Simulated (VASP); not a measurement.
# Br (Immm) in VASP: notebook

Br is run at these levels: PBE; tasks: single point.

Everything below comes from runs of VASP 6.6.1. Logs are shortened: lines on timing, memory, paths and dates and some standing lists are left out, and cuts for length are marked.

**1. The cell of the first run**

It takes space group Immm (No. 71, orthorhombic). The conventional cell has a = 2.624 Å, b = 3.411 Å, c = 8.788 Å, α = 90.00°, β = 90.00°, γ = 90.00°. Br (site symmetry mmm) has 4 Br at 2.62 to 3.41 Å within 3.5 Å.

**2. Single point, PBE (uniaxial strain along c: -1.0 %)**

File INCAR:

```
SYSTEM = Br
  ALGO = Fast
  EDIFF = 1E-6
  ENCUT = 520
  GGA = PE
  ISIF = 2
  ISMEAR = 0
  LASPH = .True.
  LCHARG = .True.
  LELF = .True.
  LREAL = .False.
  LVHAR = .True.
  LWAVE = .False.
  NBANDS = 14
  NELM = 60
  PREC = Accurate
  SIGMA = 0.1
```

File KPOINTS:

```
k-points
0
Gamma
  16 12 6
  0 0 0
```

File POSCAR:

```
Br
1.0
    2.6237105964      0.0000000000      0.0000000000
    0.0000000000      3.4107488956      0.0000000000
    0.0000000000      0.0000000000      8.7878963249
Br
2
Direct
    0.0000000000      0.0000000000      0.0000000000
    0.5000000000      0.5000000000      0.5000000000
```

Potentials or basis: VASP PAW PBE potentials, release 64 (Br).

On the command line:

```sh
cat potpaw_PBE.64/Br/POTCAR > POTCAR
mpirun -np 1 vasp_std > vasp.out
```

OUTCAR:

```text
SYSTEM = Br
   EDIFF = 1E-6
   ENCUT = 520
   GGA = PE
   ISIF = 2
   ISMEAR = 0
   LASPH = .True.
   LREAL = .False.
   NELM = 60
   PREC = Accurate

 ion  position               nearest neighbor table
   1  0.000  0.000  0.000-
   2  0.500  0.500  0.500-

  LATTYP: Found a simple orthorhombic cell.
 ALAT       =     2.6237105964
 B/A-ratio  =     1.2999714604
 C/A-ratio  =     3.3494152659

  Lattice vectors:

 A1 = (   2.6237105964,   0.0000000000,   0.0000000000)
 A2 = (   0.0000000000,   3.4107488956,   0.0000000000)
 A3 = (   0.0000000000,   0.0000000000,   8.7878963249)

Analysis of symmetry for initial positions (statically):
=====================================================================
 Subroutine PRICEL returns following result:

  LATTYP: Found a body centered orthorhombic cell.
 ALAT       =     2.6237105964
 B/A-ratio  =     1.2999714604
 C/A-ratio  =     3.3494152659

  Lattice vectors:

 A1 = (  -1.3118552982,   1.7053744478,   4.3939481625)
 A2 = (   1.3118552982,  -1.7053744478,   4.3939481624)
 A3 = (   1.3118552982,   1.7053744478,  -4.3939481625)

   2 primitive cells build up your supercell.

 Routine SETGRP: Setting up the symmetry group for a
 simple orthorhombic supercell.

 Subroutine GETGRP returns: Found  8 space group operations
 (whereof  8 operations were pure point group operations)
 out of a pool of  8 trial point group operations.

The static configuration has the point symmetry D_2h.

Analysis of symmetry for dynamics (positions and initial velocities):
=====================================================================
 Subroutine PRICEL returns following result:

  LATTYP: Found a body centered orthorhombic cell.
 ALAT       =     2.6237105964
 B/A-ratio  =     1.2999714604
 C/A-ratio  =     3.3494152659

  Lattice vectors:

 A1 = (  -1.3118552982,   1.7053744478,   4.3939481625)
 A2 = (   1.3118552982,  -1.7053744478,   4.3939481624)
 A3 = (   1.3118552982,   1.7053744478,  -4.3939481625)

   2 primitive cells build up your supercell.

 Routine SETGRP: Setting up the symmetry group for a
 simple orthorhombic supercell.

 Subroutine GETGRP returns: Found  8 space group operations
 (whereof  8 operations were pure point group operations)
 out of a pool of  8 trial point group operations.

The dynamic configuration has the point symmetry D_2h.

 Subroutine INISYM returns: Found  8 space group operations
 (whereof  8 operations are pure point group operations),
 and found     2 'primitive' translations

----------------------------------------------------------------------------------------

                                     Primitive cell

  volume of cell :      39.3206

  direct lattice vectors                    reciprocal lattice vectors
    -1.311855298  1.705374448  4.393948162     0.000000000  0.293190742  0.113792876
     1.311855298 -1.705374448  4.393948162     0.381139597  0.000000000  0.113792876
     1.311855298  1.705374448 -4.393948162     0.381139597  0.293190742 -0.000000000

  length of vectors
     4.892447934  4.892447934  4.892447934     0.314499014  0.397764015  0.480861938

  position of ions in fractional coordinates (direct lattice)
     0.000000000  0.000000000  0.000000000

  ion indices of the primitive-cell ions
   primitive index   ion index
                 1           1

----------------------------------------------------------------------------------------

 KPOINTS: k-points

Automatic generation of k-mesh.
 Grid dimensions read from file:
 generate k-points for:   16   12    6

 Generating k-lattice:

  Cartesian coordinates                     Fractional coordinates (reciprocal lattice)
     0.023821225  0.000000000  0.000000000     0.062500000  0.000000000  0.000000000
     0.000000000  0.024432562  0.000000000     0.000000000  0.083333333  0.000000000
     0.000000000  0.000000000  0.018965479     0.000000000  0.000000000  0.166666667

  Length of vectors
     0.023821225  0.024432562  0.018965479

  Shift w.r.t. Gamma in fractional coordinates (k-lattice)
     0.000000000  0.000000000  0.000000000

 Subroutine IBZKPT returns following result:
 ===========================================

 Found    252 irreducible k-points:

 Following reciprocal coordinates:
            Coordinates               Weight
  0.000000  0.000000  0.000000      1.000000
  0.062500  0.000000  0.000000      2.000000
  0.125000  0.000000  0.000000      2.000000
  0.187500  0.000000  0.000000      2.000000
  0.250000  0.000000  0.000000      2.000000
  0.312500  0.000000  0.000000      2.000000
[... 16 lines left out ...]
  0.250000  0.166667  0.000000      4.000000
  0.312500  0.166667  0.000000      4.000000
 [... further k-points ...]
   k-points           NKPTS =    252   k-points in BZ     NKDIM =    252   number of bands    NBANDS=     14
   number of dos      NEDOS =    301   number of ions     NIONS =      2
   total plane-waves  NPLWV =  39200
   dimension x,y,z NGX =    20 NGY =   28 NGZ =   70
   dimension x,y,z NGXF=    40 NGYF=   56 NGZF=  140
   ions per type =               2
   NGX,Y,Z   is equivalent  to a cutoff of  12.67, 13.65, 13.24 a.u.
   NGXF,Y,Z  is equivalent  to a cutoff of  25.35, 27.30, 26.48 a.u.
 SYSTEM =  Br
   PREC   = accura    normal or accurate (medium, high low for compatibility)
   ISTART =      0    job   : 0-new  1-cont  2-samecut
   ICHARG =      2    charge: 1-file 2-atom 10-const
   ISPIN  =      1    spin polarized calculation?
   LNONCOLLINEAR =      F non collinear calculations
   LSORBIT =      F    spin-orbit coupling
   LASPH  =      T    aspherical Exc in radial PAW
   ENCUT  =  520.0 eV  38.22 Ry    6.18 a.u.   4.88  6.34 16.34*2*pi/ulx,y,z
   NELM   =     60;   NELMIN=  2; NELMDL= -5     # of ELM steps
   EDIFF  = 0.1E-05   stopping-criterion for ELM
   LREAL  =      F    real-space projection
   EDIFFG = 0.1E-04   stopping-criterion for IOM
   NSW    =      0    number of steps for IOM
   IBRION =     -1    ionic relax: 0-MD 1-quasi-New 2-CG
   NFREE  =      0    steps in history (QN), initial steepest desc. (CG)
   ISIF   =      2    stress and relaxation
   ISYM   =      2    0-nonsym 1-usesym 2-fastsym
   POTIM  = 0.5000    time-step for ionic-motion
   TEBEG  =    0.0;   TEEND  =   0.0 temperature during run
   PSTRESS=    0.0 pullay stress
   NELECT =      14.0000    total number of electrons
   NUPDOWN=      -1.0000    fix difference up-down
   EMIN   =  10.00;   EMAX   =-10.00  energy-range for DOS
   EFERMI =   0.00;   METHOD = LEGACY
   ISMEAR =     0;   SIGMA  =   0.10  broadening in eV -4-tet -1-fermi 0-gaus
   EFERMI_NEDOS =   21; number of points for ismear=-14 and -15
   IALGO  =     68    algorithm
   IMIX   =      4    mixing-type and parameters
     AMIX     =   0.40;   BMIX     =  1.00
     AMIX_MAG =   1.60;   BMIX_MAG =  1.00
  volume/ion in A,a.u.               =      39.32       265.35
  Fermi-wavevector in a.u.,A,eV,Ry     =   0.920946  1.740335 11.539656  0.848141
  Thomas-Fermi vector in A             =   2.046307
   LORBIT       =      0    0 simple, 1 ext, 2 COOP (PROOUT), +10 PAW based schemes
   GGA     = PE    functional components
   LHFCALC =     F    Hartree Fock is set to
   AEXX    =    0.0000 exact exchange contribution
   IVDW    =     0    specifies the selected vdW correction
   LEPSILON=     F    determine dielectric tensor
   LRPA    =     F    only Hartree local field effects (RPA)
 non-spin polarized calculation
 RMM-DIIS sequential band-by-band and
 Gauss-broadening in eV      SIGMA  =   0.10
  energy-cutoff  :      520.00
  volume of cell :       78.64
 maximum number of plane-waves:      2160
 NGX is ok and might be reduce to    20
   NGX =  9   NGY = 13   NGZ = 33

 number of electron      13.9999999 magnetization

 Free energy of the ion-electron system (eV)
  ---------------------------------------------------
  ext. energy  EPLUGINS =         0.00000000
  ---------------------------------------------------
  free energy    TOTEN  =        -3.03020782 eV

  energy without entropy =       -3.01887751  energy(sigma->0) =       -3.02454267

 E-fermi :  -1.1953     XC(G=0):  -7.1221

 val. band max:       -1.2131088937   @ k =   0.5000   0.5000   0.0000
 cond. band min:      -1.1918654584   @ k =   0.1875   0.2500   0.0000
 fundamental gap:      0.0212434353
 Fermi energy:        -1.1953433402

 k-point     1 :       0.0000    0.0000    0.0000
  band No.  band energies     occupation
      1     -16.6626      2.00000
      2     -16.6279      2.00000
      3      -4.2351      2.00000
      4      -3.5599      2.00000
      5      -2.2207      2.00000
      6      -2.1796      2.00000
      7       2.2997      0.00000
      8       2.3162      0.00000
      9       3.9443      0.00000
     10       6.4573      0.00000
     11       7.4374      0.00000
     12       7.7206      0.00000
     13      10.9877      0.00000
     14      11.2548      0.00000

 k-point     2 :       0.0625    0.0000    0.0000
  band No.  band energies     occupation
      1     -16.5958      2.00000
      2     -16.5613      2.00000
      3      -4.1695      2.00000
      4      -3.4996      2.00000
      5      -2.1652      2.00000
      6      -2.1245      2.00000
      7       1.7001      0.00000
      8       1.7172      0.00000
      9       4.0299      0.00000
     10       6.5375      0.00000
     11       7.5174      0.00000
     12       7.7664      0.00000
     13      11.3069      0.00000
     14      12.0274      0.00000
[... 343 lines left out ...]
      1     -15.5572      2.00000
      2     -15.5298      2.00000
      3      -3.1015      2.00000
      4      -2.9241      2.00000
      5      -2.9047      2.00000
      6      -2.5884      2.00000
      7      -2.2600      2.00000
      8      -2.2363      2.00000
      9       5.8266      0.00000
     10       7.9597      0.00000
     11       9.0124      0.00000
     12       9.8588      0.00000
     13      10.3418      0.00000
     14      11.0425      0.00000

 k-point    24 :       0.3125    0.1667    0.0000
  band No.  band energies     occupation
      1     -15.0607      2.00000
      2     -15.0362      2.00000
      3      -4.4241      2.00000
      4      -4.4045      2.00000
      5      -2.6303      2.00000
      6      -2.1873      2.00000
      7      -1.8551      2.00000
      8      -1.8352      2.00000
      9       6.5130      0.00000
     10       7.9029      0.00000
     11       9.2339      0.00000
     12       9.3365      0.00000
     13      10.0812      0.00000
     14      11.2170      0.00000

 [... further k-points ...]

------------------------ aborting loop because EDIFF is reached ----------------------------------------

  FORCE on cell =-STRESS in cart. coord.  units (eV):
  Direction    XX          YY          ZZ          XY          YZ          ZX
  --------------------------------------------------------------------------------------
  -------------------------------------------------------------------------------------
  Total       -0.5843357      0.1731676      0.0038826      0.0000000      0.0000000      0.0000000
  in kB      -11.9048084      3.5279845      0.0791012      0.0000000      0.0000000      0.0000000
  external PRESSURE =      -2.7659076 kB  Pullay stress =       0.0000000 kB

 VOLUME and BASIS-vectors are now :
 -----------------------------------------------------------------------------
  energy-cutoff  :      520.00
  volume of cell :       78.64
      direct lattice vectors                 reciprocal lattice vectors
     2.623710596  0.000000000  0.000000000     0.381139597  0.000000000  0.000000000
     0.000000000  3.410748896  0.000000000     0.000000000  0.293190742  0.000000000
     0.000000000  0.000000000  8.787896325     0.000000000  0.000000000  0.113792876

 POSITION                                       TOTAL-FORCE (eV/Angst)
 -----------------------------------------------------------------------------------
      0.00000      0.00000      0.00000        -0.000000      0.000000      0.000000
      1.31186      1.70537      4.39395         0.000000     -0.000000      0.000000
 -----------------------------------------------------------------------------------
    total drift:                                0.000000      0.000000      0.000000

  FREE ENERGIE OF THE ION-ELECTRON SYSTEM (eV)
  ---------------------------------------------------
  free  energy   TOTEN  =        -3.0302078237 eV

  energy  without entropy=       -3.0188775079  energy(sigma->0) =       -3.02454267
```

Wall time 3.8 min (1 thread of Oxide Virtual Turin-like, shared host); peak memory 0.32 GiB.

Results:

* Free energy: -3.0302 eV
* Pressure: -0.3 GPa
* Band gap on the k mesh: zero (bands 7 and 8 overlap by 5.22 eV)

Caveat: the cell differs from its parent crystal (uniaxial strain along c: -1.0 %); this functional lacks dispersion, which binds layers or chains, so the pressure and a relaxed spacing across them are unreliable.

**3. Single point, PBE**

This run uses another cell than the first one, of 39.52 Å³/atom.

File INCAR:

```
SYSTEM = Br
PREC = Accurate
ENCUT = 520
EDIFF = 1E-7
ISMEAR = 0
SIGMA = 0.1
LREAL = .False.
LASPH = .True.
NELM = 100
ALGO = Fast
ISIF = 2
LWAVE = .False.
LCHARG = .False.
GGA = PE
NBANDS = 14
```

File KPOINTS:

```
regular mesh
0
Gamma
  16 12 6
  0 0 0
```

File POSCAR:

```
Br
1.0
    2.6171676772      0.0000000000      0.0000000000
    0.0000000000      3.4022432874      0.0000000000
    0.0000000000      0.0000000000      8.8766629544
Br
2
Direct
    0.0000000000      0.0000000000      0.0000000000
    0.5000000000      0.5000000000      0.5000000000
```

Potentials or basis: VASP PAW PBE potentials, release 64 (Br).

On the command line:

```sh
cat potpaw_PBE.64/Br/POTCAR > POTCAR
mpirun -np 1 vasp_std > vasp.out
```

It took 3.5 min on 1 thread of Oxide Virtual Turin-like, shared host; peak memory 0.32 GiB.

The run converged. Its results:

```yaml
Free_energy: -3.0310 eV
Pressure: -0.1 GPa
Band_gap_on_the_k_mesh: zero (bands 7 and 8 overlap by 5.29 eV)
```

Stress tensor (GPa, compression positive):
```
-0.82  0.00  0.00
 0.00  0.45  0.00
 0.00  0.00 -0.01
```

Levels at points of the mesh, in eV from the Fermi level:
```
           k point  band 3  band 4  band 5  band 6  band 7  band 8  band 9  band 10
(0.00, 0.00, 0.00)   -3.06   -2.42   -1.04   -1.00    3.53    3.55    5.10     7.63
(0.50, 0.00, 0.00)   -5.78   -5.78   -0.45   -0.45    0.86    0.86    7.94     7.94
(0.00, 0.50, 0.00)   -3.95   -3.95   -2.17   -2.17    3.77    3.77    7.31     7.31
(0.50, 0.50, 0.00)   -5.36   -5.36   -1.56   -1.56   -0.02   -0.02    6.74     6.74
(0.00, 0.00, 0.50)   -2.76   -2.76   -1.02   -1.02    3.54    3.54    6.30     6.30
(0.50, 0.00, 0.50)   -5.78   -5.78   -0.44   -0.44    0.86    0.86    7.71     7.71
(0.00, 0.50, 0.50)   -3.96   -3.96   -2.16   -2.16    3.77    3.77    6.74     6.74
(0.50, 0.50, 0.50)   -5.36   -5.36   -1.56   -1.56   -0.02   -0.02    6.76     6.76
```

Caveat: this functional lacks dispersion, which binds layers or chains, so the pressure and a relaxed spacing across them are unreliable.

The gap in the log of VASP goes by the Fermi energy; the results here count the filled bands.